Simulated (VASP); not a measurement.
# Pd (Im-3m) in VASP: further runs, part 2 of 2

VASP 6.6.1. The steps go on from the part before.

**3. Relaxation of cell and atoms, BLYP**

This run uses another cell than the first one, of 14.71 Å³/atom, 0.796 times its volume.

The input, INCAR:

```
  PREC = Accurate
  ENCUT = 600
  EDIFF = 1E-7
  ISMEAR = -1
  SIGMA = 0.1
  LREAL = False
  LASPH = True
  NELM = 60
  ALGO = Normal
  ISIF = 3
  LWAVE = False
  LCHARG = False
  GGA = B5
  ALDAX = 1.0
  AGGAX = 1.0
  AGGAC = 1.0
  ALDAC = 0.0
  IBRION = 2
  NSW = 80
  EDIFFG = -0.01
```

The input, KPOINTS:

```
regular mesh
0
Gamma
  14 14 14
```

The input, POSCAR:

```
Pd
1.0
   -1.5436681530      1.5436681530      1.5436681530
    1.5436681530     -1.5436681530      1.5436681530
    1.5436681530      1.5436681530     -1.5436681530
Pd
1
Direct
    0.0000000000      0.0000000000      0.0000000000
```

Potentials or basis: VASP PAW PBE potentials, release 64 (Pd).

Run with:

```console
cat potpaw_PBE.64/Pd/POTCAR > POTCAR
mpirun -np 1 vasp_std > vasp.out
```

OUTCAR:

```text
PREC = Accurate
   ENCUT = 600
   EDIFF = 1E-7
   ISMEAR = -1
   LREAL = False
   LASPH = True
   NELM = 60
   ISIF = 3
   GGA = B5
   IBRION = 2
   NSW = 80
   EDIFFG = -0.01

 ion  position               nearest neighbor table
   1  0.000  0.000  0.000-

  LATTYP: Found a body centered cubic cell.
 ALAT       =     3.0873363060

  Lattice vectors:

 A1 = (  -1.5436681530,   1.5436681530,   1.5436681530)
 A2 = (   1.5436681530,  -1.5436681530,   1.5436681530)
 A3 = (   1.5436681530,   1.5436681530,  -1.5436681530)

Analysis of symmetry for initial positions (statically):
=====================================================================
 Subroutine PRICEL returns:
 Original cell was already a primitive cell.

 Routine SETGRP: Setting up the symmetry group for a
 body centered cubic supercell.

 Subroutine GETGRP returns: Found 48 space group operations
 (whereof 48 operations were pure point group operations)
 out of a pool of 48 trial point group operations.

The static configuration has the point symmetry O_h .

Analysis of symmetry for dynamics (positions and initial velocities):
=====================================================================
 Subroutine PRICEL returns:
 Original cell was already a primitive cell.

 Routine SETGRP: Setting up the symmetry group for a
 body centered cubic supercell.

 Subroutine GETGRP returns: Found 48 space group operations
 (whereof 48 operations were pure point group operations)
 out of a pool of 48 trial point group operations.

The dynamic configuration has the point symmetry O_h .

 Subroutine INISYM returns: Found 48 space group operations
 (whereof 48 operations are pure point group operations),
 and found     1 'primitive' translations

----------------------------------------------------------------------------------------

                                     Primitive cell

  volume of cell :      14.7137

  direct lattice vectors                    reciprocal lattice vectors
    -1.543668153  1.543668153  1.543668153     0.000000000  0.323903813  0.323903813
     1.543668153 -1.543668153  1.543668153     0.323903813  0.000000000  0.323903813
     1.543668153  1.543668153 -1.543668153     0.323903813  0.323903813  0.000000000

  length of vectors
[... 106 lines left out ...]
   LHFCALC =     F    Hartree Fock is set to
   AEXX    =    0.0000 exact exchange contribution
   IVDW    =     0    specifies the selected vdW correction
   LEPSILON=     F    determine dielectric tensor
   LRPA    =     F    only Hartree local field effects (RPA)
 conjugate gradient relaxation of ions
 non-spin polarized calculation
  energy-cutoff  :      600.00
  volume of cell :       14.71
 maximum number of plane-waves:       531
 NGX is ok and might be reduce to    24
   NGX = 11   NGY = 11   NGZ = 11

--------------------------------------- Ionic step        1  -------------------------------------------

 number of electron      10.0000000 magnetization

 number of electron       9.9999998 magnetization

 Free energy of the ion-electron system (eV)
  ---------------------------------------------------
  ext. energy  EPLUGINS =         0.00000000
  ---------------------------------------------------
  free energy    TOTEN  =        -4.26143830 eV

  energy without entropy =       -4.21823075  energy(sigma->0) =       -4.23983452

 E-fermi :  10.3491     XC(G=0): -12.5577

 val. band max:       10.3313801106   @ k =  -0.4286  -0.4286   0.0714
 cond. band min:      10.3497231607   @ k =  -0.4286  -0.4286   0.1429
 fundamental gap:      0.0183430500
 Fermi energy:        10.3490796730

 k-point     1 :       0.0000    0.0000    0.0000
  band No.  band energies     occupation
      1       3.3534      2.00000
      2       7.3557      2.00000
      3       7.3557      2.00000
      4       7.3557      2.00000
      5       9.3572      1.99990
      6       9.3572      1.99990
      7      30.0178      0.00000
      8      30.0178      0.00000
      9      30.0178      0.00000
[... 376 lines left out ...]
  FREE ENERGIE OF THE ION-ELECTRON SYSTEM (eV)
  ---------------------------------------------------
  free  energy   TOTEN  =        -4.3663533809 eV

  energy  without entropy=       -4.3160748496  energy(sigma->0) =       -4.34121412

[... ionic steps 4 to 14 ...]

--------------------------------------- Ionic step       15  -------------------------------------------

 number of electron       9.9999998 magnetization

------------------------ aborting loop because EDIFF is reached ----------------------------------------
[... 65 lines left out ...]
--------------------------------------- Ionic step       17  -------------------------------------------

 number of electron       9.9999998 magnetization

 Free energy of the ion-electron system (eV)
  ---------------------------------------------------
  ext. energy  EPLUGINS =         0.00000000
  ---------------------------------------------------
  free energy    TOTEN  =        -4.36643871 eV

  energy without entropy =       -4.31643536  energy(sigma->0) =       -4.34143704

 E-fermi :   8.5004     XC(G=0): -11.8697

 val. band max:        8.4988622097   @ k =   0.1429   0.1429   0.0714
 cond. band min:       8.5018415659   @ k =  -0.4286   0.4286   0.3571
 fundamental gap:      0.0029793562
 Fermi energy:         8.5003972412

 k-point     1 :       0.0000    0.0000    0.0000
  band No.  band energies     occupation
      1       2.3324      2.00000
      2       5.9911      2.00000
      3       5.9911      2.00000
      4       5.9911      2.00000
      5       7.6709      1.99950
      6       7.6709      1.99950
      7      27.8659      0.00000
      8      27.8659      0.00000
      9      27.8659      0.00000
[... 304 lines left out ...]
  FREE ENERGIE OF THE ION-ELECTRON SYSTEM (eV)
  ---------------------------------------------------
  free  energy   TOTEN  =        -4.3664387128 eV

  energy  without entropy=       -4.3164353605  energy(sigma->0) =       -4.34143704

 reached required accuracy - stopping structural energy minimisation
```

OSZICAR:

```text
N       E                     dE             d eps       ncg     rms          rms(c)
DAV:   1     0.443350132702E+02    0.44335E+02   -0.58544E+03  1880   0.118E+03
DAV:   2    -0.408628103748E+01   -0.48421E+02   -0.46985E+02  1959   0.206E+02
DAV:   3    -0.448501918621E+01   -0.39874E+00   -0.39653E+00  2187   0.219E+01
DAV:   4    -0.448733687855E+01   -0.23177E-02   -0.23175E-02  2106   0.154E+00
[... 94 lines left out ...]
DAV:   1    -0.436645835477E+01   -0.24234E-04   -0.37633E-04  1882   0.215E-01    0.293E-02
DAV:   2    -0.436643935899E+01    0.18996E-04   -0.11479E-04  1887   0.955E-02    0.682E-03
DAV:   3    -0.436643907038E+01    0.28862E-06   -0.18912E-07  1979   0.541E-03    0.399E-03
DAV:   4    -0.436643869931E+01    0.37107E-06   -0.17580E-07  1975   0.332E-03    0.236E-04
DAV:   5    -0.436643871278E+01   -0.13473E-07   -0.10725E-09   938   0.325E-04
  17 F= -.43664387E+01 E0= -.43414370E+01  d E =-.109552E-04
```

Run time: 76 s. Hardware: 1 thread of Intel Xeon Platinum 8488C (Sapphire Rapids), shared host; peak memory 0.16 GiB.

What came out:

```
Free energy                            : -4.3664 eV
Relaxed volume                         : 16.52 Å³/atom
Relaxed cell                           : a = 2.779 Å, b = 2.779 Å, c = 2.779 Å, α = 109.47°, β = 109.47°, γ = 109.47°
Space group after relaxing (to 0.05 Å) : Im-3m (No. 229)
Energy gained by relaxing              : 105.0 meV/atom
Ionic steps                            : 17
Pressure after relaxing                : 0.1 GPa
Band gap on the k mesh                 : zero (band 5 reaches 8.98 eV, above the bottom of band 6 at 7.58 eV)
```

Step by step:
```tsv
step	energy change (eV)	largest force (eV/Å)	pressure (GPa)	volume (Å³)
1	0.0000	0.0000	20.97	14.71
2	0.0194	0.0000	-12.58	19.21
3	-0.1049	0.0000	-0.47	16.60
4	-0.1050	0.0000	-0.10	16.55
5	-0.1050	0.0000	0.20	16.51
6	-0.1050	0.0000	0.20	16.51
7	-0.1050	0.0000	0.19	16.51
8	-0.1050	0.0000	0.19	16.51
9	-0.1050	0.0000	0.19	16.51
10	-0.1050	0.0000	0.19	16.51
11	-0.1050	0.0000	0.19	16.51
12	-0.1050	0.0000	0.18	16.51
13	-0.1050	0.0000	0.18	16.51
14	-0.1050	0.0000	0.17	16.51
15	-0.1050	0.0000	0.16	16.52
16	-0.1050	0.0000	0.14	16.52
17	-0.1050	0.0000	0.09	16.52
```

Final structure:
```
Pd
1.0
    -1.60456    1.60456    1.60456
     1.60456   -1.60456    1.60456
     1.60456    1.60456   -1.60456
Pd
1
Direct
  0.00000 0.00000 0.00000
```

Levels at points of the mesh, in eV from the Fermi level:
| k point | band 2 | band 3 | band 4 | band 5 | band 6 | band 7 | band 8 | band 9 |
| --- | --- | --- | --- | --- | --- | --- | --- | --- |
| (0.00, 0.00, 0.00) | -2.51 | -2.51 | -2.51 | -0.83 | -0.83 | 19.37 | 19.37 | 19.37 |
| (0.50, 0.00, 0.00) | -3.50 | -0.90 | -0.65 | 0.48 | 1.81 | 7.06 | 15.05 | 16.68 |
| (0.50, 0.50, 0.50) | -4.35 | 0.16 | 0.16 | 0.16 | 8.92 | 8.92 | 8.92 | 15.73 |

Caveat: the PAW data sets were made with another functional, which shifts forces and pressure a little.

**4. Single point, BLYP**

This run uses another cell than the first one, of 16.50 Å³/atom, 0.893 times its volume.

The input, INCAR:

```
  PREC = Accurate
  ENCUT = 520
  EDIFF = 1E-7
  ISMEAR = -1
  SIGMA = 0.1
  LREAL = False
  LASPH = True
  NELM = 100
  ALGO = Normal
  ISIF = 2
  LWAVE = False
  LCHARG = False
  GGA = B5
  ALDAX = 1.0
  AGGAX = 1.0
  AGGAC = 1.0
  ALDAC = 0.0
  NBANDS = 11
```

The input, KPOINTS:

```
regular mesh
0
Gamma
  23 23 23
```

The input, POSCAR:

```
Pd
1.0
   -1.6038113644      1.6038113644      1.6038113644
    1.6038113644     -1.6038113644      1.6038113644
    1.6038113644      1.6038113644     -1.6038113644
Pd
1
Direct
    0.0000000000      0.0000000000      0.0000000000
```

Run with:

```console
cat potpaw_PBE.64/Pd/POTCAR > POTCAR
mpirun -np 1 vasp_std > vasp.out
```

Run time: 27 s. Hardware: 1 thread of Intel Xeon Platinum 8488C (Sapphire Rapids), shared host; peak memory 0.19 GiB.

It converged, with:

```yaml
Free_energy: -4.3712 eV
Pressure: 0.2 GPa
Band_gap_on_the_k_mesh: zero (band 5 reaches 8.98 eV, above the bottom of band 6 at 7.60 eV)
```

Levels at points of the mesh, in eV from the Fermi level:
```csv
k point,band 1,band 2,band 3,band 4,band 5,band 6,band 7,band 8,band 9,band 10
"(0.00, 0.00, 0.00)",-6.18,-2.51,-2.51,-2.51,-0.83,-0.83,19.37,19.37,19.37,26.48
```

Caveat: the PAW data sets were made with another functional, which shifts forces and pressure a little.

**5. Single point, BLYP, collinear spin, antiferromagnetic start (volume scaled by 0.88)**

The input, INCAR:

```
SYSTEM = Pd
PREC = Accurate
ENCUT = 520
EDIFF = 1E-6
ISMEAR = -1
SIGMA = 0.05
LREAL = .FALSE.
LASPH = .TRUE.
NELM = 150
ALGO = Normal
ISIF = 2
LWAVE = .FALSE.
LCHARG = .FALSE.
ISPIN = 2
MAGMOM = 0.5 -0.5
LORBIT = 11
LMAXMIX = 4
GGA = B5
ALDAX = 1.0
AGGAX = 1.0
AGGAC = 1.0
ALDAC = 0.0
NBANDS = 21
```

The input, KPOINTS:

```
Automatic mesh
0
G
  16 16 16
  0 0 0
```

The input, POSCAR:

```
Pd
1.0
    3.0705396779      0.0000000000      0.0000000000
    0.0000000000      3.0705396779      0.0000000000
    0.0000000000      0.0000000000      3.0705396779
Pd
2
Direct
    0.0000000000      0.0000000000      0.0000000000
    0.5000000000      0.5000000000      0.5000000000
```

Run with:

```console
cat potpaw_PBE.64/Pd/POTCAR > POTCAR
mpirun -np 1 vasp_std > vasp.out
```

Wall time 88 s (1 thread of AMD EPYC 9R45 (Zen 5), shared host); peak memory 0.22 GiB.

It converged, with:

```yaml
Free_energy: -8.4360 eV
Pressure: 24.7 GPa
Band_gap_on_the_k_mesh: zero (filled and empty bands overlap)
Net_moment: 0.00 μB per cell
Valence_electrons_inside_the_program's_atomic_spheres: Pd 9.53
```

Levels at points of the mesh, in eV from the Fermi level:
Spin up:
```
           k point  band 7  band 8  band 9  band 10  band 11  band 12  band 13  band 14
(0.00, 0.00, 0.00)   -1.03   -1.03    0.22     0.22     0.22     9.44     9.44     9.44
(0.50, 0.00, 0.00)   -2.40   -2.40   -1.56    -1.56     0.74     0.74    17.30    17.30
(0.50, 0.50, 0.00)   -0.78   -0.78    0.63     0.63     1.60     1.60     8.16     8.16
(0.50, 0.50, 0.50)   -0.73   -0.73   -0.73    -0.73     8.94     8.94     9.86     9.86
```
Spin down:
```
           k point  band 7  band 8  band 9  band 10  band 11  band 12  band 13  band 14
(0.00, 0.00, 0.00)   -1.03   -1.03    0.22     0.22     0.22     9.44     9.44     9.44
(0.50, 0.00, 0.00)   -2.40   -2.40   -1.56    -1.56     0.74     0.74    17.30    17.30
(0.50, 0.50, 0.00)   -0.78   -0.78    0.63     0.63     1.60     1.60     8.16     8.16
(0.50, 0.50, 0.50)   -0.73   -0.73   -0.73    -0.73     8.94     8.94     9.86     9.86
```

Caveat: the cell differs from its parent crystal (volume scaled by 0.88); the PAW data sets were made with another functional, which shifts forces and pressure a little.

**6. The runs side by side**

| task | spin | cell | k mesh | cutoff (eV) | smearing | gap on the mesh (eV) | pressure (GPa) |
| --- | --- | --- | --- | --- | --- | --- | --- |
| single point | off | a = 2.885 Å, angles 109.5°, 1 atom | 15 × 15 × 15 | 520 | fermi-dirac 0.1 eV | none | -10.5 |
| relaxation of cell and atoms | off | relaxed from a = 2.674 Å, angles 109.5°, 1 atom | 14 × 14 × 14 | 600 | fermi-dirac 0.1 eV | none | 0.1 |
| single point | off | a = 2.778 Å, angles 109.5°, 1 atom | 23 × 23 × 23 | 520 | fermi-dirac 0.1 eV | none | 0.2 |
| single point | collinear, antiferromagnetic start | a = 3.071 Å, 2 atoms | 16 × 16 × 16 | 520 | fermi-dirac 0.05 eV | none | 24.7 |

Alike in all rows: level BLYP; potentials or basis VASP PAW PBE potentials, release 64 (Pd).

Caveats: the PAW data sets were made with another functional, which shifts forces and pressure a little.

Total energies depend on the potentials used, so only differences within one code and one set of settings carry meaning.
